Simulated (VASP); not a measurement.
# CdTe (F-43m) in VASP: single point with PBE

Aim: the single point of CdTe with PBE.

Program: VASP 6.6.1. These are calculated values, not measurements. Logs are shortened: lines on timing, memory, paths and dates and some standing lists are left out, and cuts for length are marked.

**1. The cell of the first run**

The structure is cubic, space group F-43m (No. 216). The conventional cell has a = 6.410 Å, b = 6.410 Å, c = 6.410 Å, α = 90.00°, β = 90.00°, γ = 90.00°. Cd (site symmetry -43m) has 4 Te at 2.78 Å within 3.7 Å. Within 3.7 Å of Te (site symmetry -43m) lie 4 Cd at 2.78 Å.

**2. Single point, PBE**

The input, INCAR:

```
ALGO     = Normal         # electronic algorithm
EDIFF    = 1E-6           # SCF threshold, eV
ENCUT    = 520            # plane-wave cutoff, eV
GGA      = PE             # functional
ISIF     = 2              # what is computed and relaxed
ISMEAR   = 0              # smearing method
LASPH    = T              # aspherical terms in the spheres
LCHARG   = F              # write CHGCAR
LREAL    = F              # projectors in reciprocal space
LWAVE    = F              # write WAVECAR
NBANDS   = 16             # bands
NELM     = 80             # most SCF steps
PREC     = Accurate       # precision mode
SIGMA    = 0.01           # smearing width, eV
```

The input, KPOINTS:

```
k-points
0
Gamma
  4 4 4
```

The input, POSCAR:

```
CdTe
1.0
    4.5325540000      0.0000000000      0.0000000000
    2.2662770000      3.9253069080      0.0000000000
    2.2662770000      1.3084356360      3.7008148439
Cd Te
1 1
Direct
    0.0000000000      0.0000000000      0.0000000000
    0.2500000000      0.2500000000      0.2500000000
```

Potentials or basis: VASP PAW PBE potentials, release 64 (Cd, Te).

Launch:

```sh
$ cat potpaw_PBE.64/Cd/POTCAR potpaw_PBE.64/Te/POTCAR > POTCAR
$ mpirun -np 1 vasp_std > vasp.out
```

OUTCAR:

```text
EDIFF = 1E-6
   ENCUT = 520
   GGA = PE
   ISIF = 2
   ISMEAR = 0
   LASPH = T
   LREAL = F
   NELM = 80
   PREC = Accurate

 ion  position               nearest neighbor table
   1  0.000  0.000  0.000-   2 2.78   2 2.78   2 2.78   2 2.78
   2  0.250  0.250  0.250-   1 2.78   1 2.78   1 2.78   1 2.78

  LATTYP: Found a face centered cubic cell.
 ALAT       =     6.4099993390

  Lattice vectors:

 A1 = (   4.5325540000,   0.0000000000,   0.0000000000)
 A2 = (   2.2662770000,   3.9253069080,   0.0000000000)
 A3 = (   2.2662770000,   1.3084356360,   3.7008148439)

Analysis of symmetry for initial positions (statically):
=====================================================================
 Subroutine PRICEL returns:
 Original cell was already a primitive cell.

 Routine SETGRP: Setting up the symmetry group for a
 face centered cubic supercell.

 Subroutine GETGRP returns: Found 24 space group operations
 (whereof 24 operations were pure point group operations)
 out of a pool of 48 trial point group operations.

The static configuration has the point symmetry T_d .

Analysis of symmetry for dynamics (positions and initial velocities):
=====================================================================
 Subroutine PRICEL returns:
 Original cell was already a primitive cell.

 Routine SETGRP: Setting up the symmetry group for a
 face centered cubic supercell.

 Subroutine GETGRP returns: Found 24 space group operations
 (whereof 24 operations were pure point group operations)
 out of a pool of 48 trial point group operations.

The dynamic configuration has the point symmetry T_d .

 Subroutine INISYM returns: Found 24 space group operations
 (whereof 24 operations are pure point group operations),
 and found     1 'primitive' translations

----------------------------------------------------------------------------------------

                                     Primitive cell

  volume of cell :      65.8437

  direct lattice vectors                    reciprocal lattice vectors
     4.532554000  0.000000000  0.000000000     0.220626164 -0.127378575 -0.090070254
     2.266277000  3.925306908  0.000000000     0.000000000  0.254757150 -0.090070254
     2.266277000  1.308435636  3.700814844     0.000000000  0.000000000  0.270210762

  length of vectors
     4.532554000  4.532554000  4.532554000     0.270210762  0.270210762  0.270210762

  position of ions in fractional coordinates (direct lattice)
     0.000000000  0.000000000  0.000000000
     0.250000000  0.250000000  0.250000000

[... 60 lines left out ...]
   LREAL  =      F    real-space projection
   EDIFFG = 0.1E-04   stopping-criterion for IOM
   NSW    =      0    number of steps for IOM
   IBRION =     -1    ionic relax: 0-MD 1-quasi-New 2-CG
   NFREE  =      0    steps in history (QN), initial steepest desc. (CG)
   ISIF   =      2    stress and relaxation
   ISYM   =      2    0-nonsym 1-usesym 2-fastsym
   POTIM  = 0.5000    time-step for ionic-motion
   TEBEG  =    0.0;   TEEND  =   0.0 temperature during run
   PSTRESS=    0.0 pullay stress
   NELECT =      18.0000    total number of electrons
   NUPDOWN=      -1.0000    fix difference up-down
   EMIN   =  10.00;   EMAX   =-10.00  energy-range for DOS
   EFERMI =   0.00;   METHOD = LEGACY
   ISMEAR =     0;   SIGMA  =   0.01  broadening in eV -4-tet -1-fermi 0-gaus
   EFERMI_NEDOS =   21; number of points for ismear=-14 and -15
   IALGO  =     38    algorithm
   IMIX   =      4    mixing-type and parameters
     AMIX     =   0.40;   BMIX     =  1.00
     AMIX_MAG =   1.60;   BMIX_MAG =  1.00
  volume/ion in A,a.u.               =      32.92       222.17
  Fermi-wavevector in a.u.,A,eV,Ry     =   1.062497  2.007828 15.359613  1.128900
  Thomas-Fermi vector in A             =   2.197950
   LORBIT       =      0    0 simple, 1 ext, 2 COOP (PROOUT), +10 PAW based schemes
   GGA     = PE    functional components
   LHFCALC =     F    Hartree Fock is set to
   AEXX    =    0.0000 exact exchange contribution
   IVDW    =     0    specifies the selected vdW correction
   LEPSILON=     F    determine dielectric tensor
   LRPA    =     F    only Hartree local field effects (RPA)
 non-spin polarized calculation
 Gauss-broadening in eV      SIGMA  =   0.01
  energy-cutoff  :      520.00
  volume of cell :       65.84
 maximum number of plane-waves:      1807
 NGX is ok and might be reduce to    36
   NGX = 17   NGY = 17   NGZ = 17

 number of electron      17.9999995 magnetization

 Free energy of the ion-electron system (eV)
  ---------------------------------------------------
  ext. energy  EPLUGINS =         0.00000000
  ---------------------------------------------------
  free energy    TOTEN  =        -4.66094191 eV

  energy without entropy =       -4.66094191  energy(sigma->0) =       -4.66094191

 E-fermi :   2.7698     XC(G=0):  -8.7179

 val. band max:        2.6815884905   @ k =   0.0000   0.0000   0.0000
 cond. band min:       3.5433785826   @ k =   0.0000   0.0000   0.0000
 fundamental gap:      0.8617900920
 Fermi energy:         2.7698451357

 k-point     1 :       0.0000    0.0000    0.0000
  band No.  band energies     occupation
      1      -8.6822      2.00000
      2      -5.7550      2.00000
      3      -5.7550      2.00000
      4      -5.7550      2.00000
      5      -5.4717      2.00000
      6      -5.4717      2.00000
[... 129 lines left out ...]
      3      -5.6169      2.00000
      4      -5.5037      2.00000
      5      -5.4725      2.00000
      6      -4.8403      2.00000
[... 8 lines left out ...]
     15      13.9205      0.00000
     16      14.1022      0.00000

------------------------ aborting loop because EDIFF is reached ----------------------------------------

  FORCE on cell =-STRESS in cart. coord.  units (eV):
  Direction    XX          YY          ZZ          XY          YZ          ZX
  --------------------------------------------------------------------------------------
  -------------------------------------------------------------------------------------
  Total        1.9118126      1.9118126      1.9118126     -0.0000000      0.0000000     -0.0000000
  in kB       46.5202396     46.5202396     46.5202396     -0.0000000      0.0000000     -0.0000000
  external PRESSURE =      46.5202396 kB  Pullay stress =       0.0000000 kB

 VOLUME and BASIS-vectors are now :
 -----------------------------------------------------------------------------
  energy-cutoff  :      520.00
  volume of cell :       65.84
      direct lattice vectors                 reciprocal lattice vectors
     4.532554000  0.000000000  0.000000000     0.220626164 -0.127378575 -0.090070254
     2.266277000  3.925306908  0.000000000     0.000000000  0.254757150 -0.090070254
     2.266277000  1.308435636  3.700814844     0.000000000  0.000000000  0.270210762

 POSITION                                       TOTAL-FORCE (eV/Angst)
 -----------------------------------------------------------------------------------
      0.00000      0.00000      0.00000        -0.000000      0.000000     -0.000000
      2.26628      1.30844      0.92520         0.000000     -0.000000      0.000000
 -----------------------------------------------------------------------------------
    total drift:                               -0.000000     -0.000000     -0.000000

  FREE ENERGIE OF THE ION-ELECTRON SYSTEM (eV)
  ---------------------------------------------------
  free  energy   TOTEN  =        -4.6609419051 eV

  energy  without entropy=       -4.6609419051  energy(sigma->0) =       -4.66094191
```

OSZICAR:

```text
N       E                     dE             d eps       ncg     rms          rms(c)
DAV:   1     0.108978110215E+03    0.10898E+03   -0.84965E+03   256   0.988E+02
DAV:   2    -0.119750075333E+01   -0.11018E+03   -0.10491E+03   312   0.248E+02
DAV:   3    -0.486989104812E+01   -0.36724E+01   -0.36670E+01   304   0.468E+01
DAV:   4    -0.490302896953E+01   -0.33138E-01   -0.33136E-01   384   0.400E+00
DAV:   5    -0.490309905259E+01   -0.70083E-04   -0.70082E-04   336   0.175E-01    0.598E+00
DAV:   6    -0.467702203494E+01    0.22608E+00   -0.38696E-01   296   0.763E+00    0.484E+00
DAV:   7    -0.465932723947E+01    0.17695E-01   -0.12362E-01   280   0.227E+00    0.182E+00
DAV:   8    -0.466041729129E+01   -0.10901E-02   -0.12259E-02   272   0.126E+00    0.533E-01
DAV:   9    -0.466081155533E+01   -0.39426E-03   -0.93803E-04   288   0.322E-01    0.133E-01
DAV:  10    -0.466089681330E+01   -0.85258E-04   -0.12769E-04   328   0.987E-02    0.554E-02
DAV:  11    -0.466094348788E+01   -0.46675E-04   -0.84575E-05   264   0.597E-02    0.342E-02
DAV:  12    -0.466094220619E+01    0.12817E-05   -0.35894E-06   312   0.164E-02    0.214E-02
DAV:  13    -0.466094190508E+01    0.30111E-06   -0.59900E-07   224   0.397E-03
   1 F= -.46609419E+01 E0= -.46609419E+01  d E =-.392727E-37
```

It took 19 s on 1 thread of Intel Xeon 6975P-C, shared host; peak memory 0.2 GiB.

Results:

* Free energy: -4.6609 eV
* Pressure: 4.7 GPa
* Band gap on the k mesh: 0.86 eV, direct

Caveat: the k points lie up to 0.42 Å⁻¹ apart; spin-orbit coupling is left out, which moves the levels of the heavy elements.
